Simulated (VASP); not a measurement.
Crystal: Na.

```
Na
1.0
     7.02371    0.00000    0.00000
    -3.51185    6.08271    0.00000
     0.00000    0.00000    6.34702
Na
6
Direct
  0.25507 0.63691 0.79167
  0.36309 0.61816 0.45834
  0.38184 0.74493 0.12500
  0.61816 0.25507 0.12500
  0.63691 0.38184 0.45834
  0.74493 0.36309 0.79167
```

| Property | Result |
| --- | --- |
| Program | VASP 6.6.1 |
| Task | relaxation of cell and atoms |
| Functional | PBE |
| Potentials or basis | VASP PAW PBE potentials, release 64 (Na_pv) |
| Cutoff | 600 eV |
| k mesh | 3 × 3 × 4 |
| Occupations | gaussian, width 0.1 eV |
| Spin | no spin polarisation |

At the start: pressure 4.1 GPa; volume 45.19 Å³/atom.

Where does the relaxation end?

Over 30 steps the energy falls by 734.6 meV/atom and the volume is 52.36 Å³/atom (+15.9 %); space group P6_222 (No. 180, to 0.05 Å).

The path:
```
step  energy change (eV)  largest force (eV/Å)  pressure (GPa)  volume (Å³)
   1              0.0000                0.8001            4.07       271.16
   2             -2.3424                0.1740            1.87       316.46
   3             -3.3316                0.2434            0.70       364.88
   4             -3.2220                0.5869           -0.43       463.52
   5             -3.5462                0.4199            0.21       406.09
   6             -3.5461                0.4378            0.16       411.04
   7             -3.6230                0.3717            0.05       418.37
   8             -3.7659                0.2180           -0.25       440.81
   9             -3.7329                0.0611           -0.81       487.68
  10             -3.8003                0.1322           -0.48       459.40
  11             -3.8988                0.1210           -0.42       437.70
  12             -4.1319                0.0761           -0.19       376.63
  13             -4.0343                0.2005            1.16       271.73
  14             -4.2065                0.0478            0.09       339.17
  15             -4.2159                0.0341            0.28       321.84
  16             -4.2694                0.0657            0.32       312.44
  17             -4.2945                0.1273            0.39       301.35
  18             -4.3259                0.1137            0.25       308.11
  19             -4.3593                0.0855           -0.14       327.21
  20             -4.3596                0.0879           -0.10       325.29
  21             -4.3643                0.0854           -0.09       323.56
  22             -4.3760                0.0782           -0.04       318.40
  23             -4.3883                0.0665            0.04       308.19
  24             -4.3952                0.0556            0.08       307.55
  25             -4.3979                0.0347            0.15       306.25
  26             -4.3987                0.0414            0.16       306.66
  27             -4.4021                0.0336            0.10       308.46
  28             -4.4068                0.0189            0.02       313.17
  29             -4.4070                0.0175            0.01       314.36
  30             -4.4079                0.0168           -0.02       314.17
```

Final structure:
```
Na
1.0
     6.04345    0.00000    0.00000
    -3.02173    5.23378    0.00000
     0.00000    0.00000    9.93252
Na
6
Cartesian
  -0.0148 3.4760 7.8633
  0.0188 3.4830 4.5524
  -0.0040 3.5086 1.2416
  3.0258 1.7252 1.2416
  3.0029 1.7508 4.5524
  3.0365 1.7578 7.8633
```

Caveat: the volume moved by over 15 % at a fixed basis, so the end points are rough.
